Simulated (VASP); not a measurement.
A run of VASP 6.6.1:

File INCAR:

```
PREC = Accurate
ENCUT = 520
EDIFF = 1E-7
ISMEAR = -1
SIGMA = 0.05
LREAL = F
LASPH = T
NELM = 80
ALGO = Normal
ISIF = 2
LWAVE = F
LCHARG = T
GGA = PS
LELF = T
LVHAR = T
NBANDS = 32
```

KPOINTS

```
regular mesh
0
Gamma
  6 6 6
```

The input POSCAR:

```
Sn3Te
1.0
    4.9610505803      0.0000000000      0.0000000000
    0.0000000000      4.9610505803      0.0000000000
    0.0000000000      0.0000000000      4.9610505803
Te Sn
1 3
Direct
    0.0000000000      0.0000000000      0.0000000000
    0.0000000000      0.5000000000      0.5000000000
    0.5000000000      0.0000000000      0.5000000000
    0.5000000000      0.5000000000      0.0000000000
```

Potentials or basis: VASP PAW PBE potentials, release 64 (Te, Sn_d).

Launch:

```bash
$ cat potpaw_PBE.64/Te/POTCAR potpaw_PBE.64/Sn_d/POTCAR > POTCAR
$ mpirun -np 1 vasp_std > vasp.out
```

Hardware: 1 thread of Intel(R) Xeon(R) Platinum 8259CL CPU @ 2.50GHz (Skylake/Cascade Lake), with other jobs on the host.

Task: How long does it take, and how much memory?

Result: Run time: 59 s on 1 thread of Intel(R) Xeon(R) Platinum 8259CL CPU @ 2.50GHz (Skylake/Cascade Lake) (shared host), peak memory 0.27 GiB. Counts: scf iterations 13, k points 20.
